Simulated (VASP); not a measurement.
A run of VASP 6.6.1 is set up as follows.

INCAR

```
SYSTEM = TiAl
  ALGO = Fast
  EDIFF = 1E-6
  ENCUT = 520
  GGA = PS
  ISIF = 2
  ISMEAR = 0
  LASPH = .TRUE.
  LCHARG = .TRUE.
  LELF = .TRUE.
  LREAL = .FALSE.
  LVHAR = .TRUE.
  LWAVE = .FALSE.
  NBANDS = 14
  NELM = 80
  PREC = Accurate
  SIGMA = 0.15
```

Contents of KPOINTS:

```
k-points
0
G
  24 24 14
  0 0 0
```

File POSCAR:

```
TiAl
1.0
    2.6199955819      0.0000000000      0.0000000000
   -1.3099977909      2.2689827318      0.0000000000
    0.0000000000      0.0000000000      4.9895403186
Ti Al
1 1
Direct
    0.0000000000      0.0000000000      0.0000000000
    0.3333333333      0.6666666667      0.5000000000
```

Potentials or basis: VASP PAW PBE potentials, release 64 (Ti_sv, Al).

The run is started by

```bash
$ cat potpaw_PBE.64/Ti_sv/POTCAR potpaw_PBE.64/Al/POTCAR > POTCAR
$ mpirun -np 1 vasp_std > vasp.out
```

Q: What does it give for the band gap on the k mesh?

A: Zero (an odd number of electrons rules out a gap without spin polarisation).

Q: What does it give for the pressure?

A: 12.2 GPa.

Stress tensor (GPa, compression positive):
```
 23.97   0.00   0.00
  0.00  23.97   0.00
  0.00   0.00 -11.32
```

Caveat: the cell differs from its parent crystal (strain -0.080 along x and y, +0.080 along z); the stress differs along the axes, from -11 to 24 GPa; the PAW data sets were made with another functional, which shifts forces and pressure a little.
